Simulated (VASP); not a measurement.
Wanted: the native input for a VASP 6.6.1 run.

| Item | Value |
| --- | --- |
| Task | single point |
| Functional | LDA |
| Potentials or basis | VASP PAW LDA potentials, release 64 (Al, Ta_pv) |
| Cutoff | 500 eV |
| k mesh | 13 × 13 × 13 |
| Occupations | methfessel-paxton, width 0.05 eV |
| Spin | no spin polarisation |
| Dipole correction | no |
| Further INCAR settings | ALGO = Normal; EDIFF = 1e-06; NBANDS = 14 |

The structure of TaAl lies in POSCAR:

```
TaAl
1.0
    3.1695709495      0.0000000000      0.0000000000
    0.0000000000      3.1695709495      0.0000000000
    0.0000000000      0.0000000000      3.1695709495
Al Ta
1 1
Direct
    0.0000000000      0.0000000000      0.0000000000
    0.5000000000      0.5000000000      0.5000000000
```

The input as run:

INCAR

```
PREC     = Accurate       # precision mode
ENCUT    = 500            # plane-wave cutoff, eV
EDIFF    = 1E-6           # SCF threshold, eV
ISMEAR   = 1              # smearing method
SIGMA    = 0.05           # smearing width, eV
LREAL    = F              # projectors in reciprocal space
LASPH    = T              # aspherical terms in the spheres
NELM     = 120            # most SCF steps
ALGO     = Normal         # electronic algorithm
ISIF     = 2              # what is computed and relaxed
LWAVE    = F              # write WAVECAR
LCHARG   = F              # write CHGCAR
GGA      = CA             # functional
NBANDS   = 14             # bands
GGA_COMPAT= F
```

KPOINTS

```
regular mesh
0
Gamma
  13 13 13
```

Potentials or basis: VASP PAW LDA potentials, release 64 (Al, Ta_pv).

The run is started by

```bash
$ cat potpaw_LDA.64/Al/POTCAR potpaw_LDA.64/Ta_pv/POTCAR > POTCAR
$ mpirun -np 1 vasp_std > vasp.out
```

It gave:

* Pressure: 0.5 GPa
* Band gap on the k mesh: zero (bands 7 and 8 overlap by 3.02 eV)

Caveat: spin-orbit coupling is left out, which moves the levels of the heavy elements.

Wall time 20 s on 1 thread of Intel(R) Xeon(R) Platinum 8259CL CPU @ 2.50GHz (Skylake/Cascade Lake), on a shared host, peak memory 0.15 GiB.
